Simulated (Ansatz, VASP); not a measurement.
One calculation of Hg, two programs

File INCAR:

```
PREC = Accurate ; ENCUT = 520
EDIFF = 1E-6 ; ISMEAR = 0
SIGMA = 0.1 ; LREAL = False
LASPH = True ; NELM = 100
ALGO = Fast ; ISIF = 2
LWAVE = False ; LCHARG = False
GGA = PE ; IVDW = 12
NBANDS = 12
```

File KPOINTS:

```
regular mesh
0
Gamma
  6 6 6
```

POSCAR

```
Hg
1.0
    0.0000000000      2.3919113801      2.3919113801
    2.3919113801      0.0000000000      2.3919113801
    2.3919113801      2.3919113801      0.0000000000
Hg
1
Direct
    0.0000000000      0.0000000000      0.0000000000
```

Input for Ansatz:

```yaml
crystal:
  lattice:
    - [0.0, 2.3919113801, 2.3919113801]
    - [2.3919113801, 0.0, 2.3919113801]
    - [2.3919113801, 2.3919113801, 0.0]
  atoms:
    - { symbol: Hg, position: [0.0, 0.0, 0.0] }
basis:
  ecutwfc: 420
kpoints:
  mp_grid: { grid: [6, 6, 6] }
hamiltonian:
  xc: pbe
  dispersion: d3bj
scf:
  occupations: { method: gaussian, width: 0.1 }
output:
  forces: true
  stress: true
  eigenvalues: true
```

Alike in both runs: task single point; functional PBE; dispersion D3(BJ); k mesh 6 × 6 × 6; occupations gaussian, width 0.1 eV; no spin polarisation.

|  | VASP | Ansatz |
| --- | --- | --- |
| version | VASP 6.6.1 | Ansatz 0.2.0 |
| potentials or method | VASP PAW PBE potentials, release 64 (Hg), cutoff 520 eV | scalar-relativistic, plane waves, PAW |
| valence electrons in the cell | 12 | 20 |

```csv
,VASP,Ansatz,Ansatz less VASP
gap on the k mesh at the Fermi level (eV),none,none,-
pressure (GPa),-0.7,-0.9,-0.16
```

A gap of «none» marks a metal or a gap that the smearing closes. VASP's potentials hold 12 valence electrons a cell and Ansatz's 20, so a difference there can come from the potentials and not from the codes.

The k mesh is coarse, so the values compare programs but aren't converged. Spin-orbit coupling is off throughout.
